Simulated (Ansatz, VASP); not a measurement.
## NaCl: VASP beside Ansatz

```
Na Cl
1.0
     0.00000    2.74655    2.74655
     2.74655    0.00000    2.74655
     2.74655    2.74655    0.00000
Na Cl
1 1
Cartesian
  0.0000 0.0000 0.0000
  2.7466 2.7466 2.7466
```

Alike in both runs: functional r2SCAN; k mesh 10 × 10 × 10; occupations fermi-dirac, width 0.02 eV; no spin polarisation.

Ansatz relaxed the structure, and its values are those at the end. VASP's run is a single point on that final structure, the one shown.

|  | VASP | Ansatz |
| --- | --- | --- |
| version | VASP 6.6.1 | Ansatz 0.2.0 |
| potentials or method | VASP PAW PBE potentials, release 64 (Na_pv, Cl), cutoff 520 eV | PAW plane waves |
| valence electrons in the cell | 14 | 16 |

|  | VASP | Ansatz | Ansatz less VASP |
| --- | --- | --- | --- |
| gap on the k mesh at the Fermi level (eV) | 6.27 | 6.25 | -0.024 |
| pressure (GPa) | 1.7 | 2.0 | +0.28 |

VASP's potentials were made for PBE, not for r2SCAN. With one functional, cell and mesh, what is left measures potentials, basis and numerics. VASP's potentials hold 14 valence electrons a cell and Ansatz's 16, so a difference there can come from the potentials and not from the codes. Ansatz's warnings: stress scf threshold loose.
